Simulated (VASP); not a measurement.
# In2GaN3: single point with PBE

Crystal: In2GaN3.

```
CELL_PARAMETERS angstrom
-1.70094 1.70094 7.30263
1.70094 -1.70094 7.30263
1.70094 1.70094 -7.30263
ATOMIC_POSITIONS crystal
Ga 0.00000 0.00000 0.00000
N 0.42963 0.92963 0.50000
N 0.75000 0.25000 0.50000
N 0.07037 0.57037 0.50000
In 0.33954 0.33954 0.00000
In 0.66046 0.66046 0.00000
```

- Program: VASP 6.6.1
- Task: single point
- Functional: PBE
- Potentials or basis: VASP PAW PBE potentials, release 64 (Ga_d, N, In_d)
- Cutoff: 520 eV
- k mesh: 10 × 10 × 10
- Occupations: fermi-dirac, width 0.02 eV
- Spin: no spin polarisation
- Dipole correction: no
- Further INCAR settings: ALGO = Normal; EDIFF = 1e-06; NBANDS = 36

| Quantity | Value |
| --- | --- |
| Pressure | 4.7 GPa |
| Largest force | 0.020 eV/Å |

Forces in eV/Å, atoms in the order of the input:
```
Ga   0.000  0.000  0.000
N    0.000  0.000 -0.016
N    0.000  0.000  0.000
N    0.000  0.000  0.016
In   0.000  0.000 -0.020
In   0.000  0.000  0.020
```

Levels at points of the mesh, in eV from the Fermi level:
```tsv
k point	band 25	band 26	band 27	band 28	band 29	band 30
(0.00, 0.00, 0.00)	-0.32	-0.04	-0.04	-0.01	3.49	3.49
(0.50, 0.00, 0.00)	-0.98	-0.75	-0.68	3.21	4.21	4.53
(0.50, 0.50, 0.00)	-3.05	-2.48	-2.37	2.92	4.43	4.82
(0.50, 0.50, 0.50)	-0.89	-0.53	-0.53	2.01	2.37	3.27
```

Run time: 10 min on 1 thread of Intel(R) Xeon(R) 6975P-C (Granite Rapids), on a shared host, peak memory 0.64 GiB.

Caveat: spin-orbit coupling is left out, which moves the levels of the heavy elements.
